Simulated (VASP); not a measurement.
Crystal: MoOs.

```
Mo Os
1.0
     2.78176    0.00000    0.00000
    -1.39088    2.40907    0.00000
     0.00000    0.00000    4.50706
Mo Os
1 1
Direct
  0.66667 0.33333 0.50000
  0.33333 0.66667 0.00000
```

* Program: VASP 6.6.1
* Task: relaxation of cell and atoms
* Functional: PBEsol
* Potentials or basis: VASP PAW PBE potentials, release 64 (Mo_sv, Os)
* Cutoff: 600 eV
* k mesh: 14 × 14 × 8
* Occupations: methfessel-paxton, width 0.15 eV
* Spin: no spin polarisation

At the start: pressure -11.0 GPa; volume 15.10 Å³/atom.

Problem. How do energy, volume and symmetry change on relaxing?

Solution. Over 9 steps the energy falls by 18.1 meV/atom and the volume is 14.60 Å³/atom (-3.3 %); space group P-6m2 (No. 187, to 0.05 Å).

The path:
```tsv
step	energy change (eV)	largest force (eV/Å)	pressure (GPa)	volume (Å³)
1	0.0000	0.0000	-10.98	30.20
2	0.4708	0.0000	54.73	25.90
3	-0.0360	0.0000	-0.62	29.25
4	-0.0361	0.0000	-0.06	29.20
5	-0.0361	0.0000	0.18	29.18
6	-0.0362	0.0000	0.14	29.19
7	-0.0362	0.0000	0.16	29.18
8	-0.0362	0.0000	-0.40	29.23
9	-0.0362	0.0000	0.01	29.20
```

Final structure:
```
CELL_PARAMETERS angstrom
2.75399 0.00000 0.00000
-1.37699 2.38502 0.00000
0.00000 0.00000 4.44487
ATOMIC_POSITIONS crystal
Mo 0.66667 0.33333 0.50000
Os 0.33333 0.66667 0.00000
```

Caveat: the PAW data sets were made with another functional, which shifts forces and pressure a little.
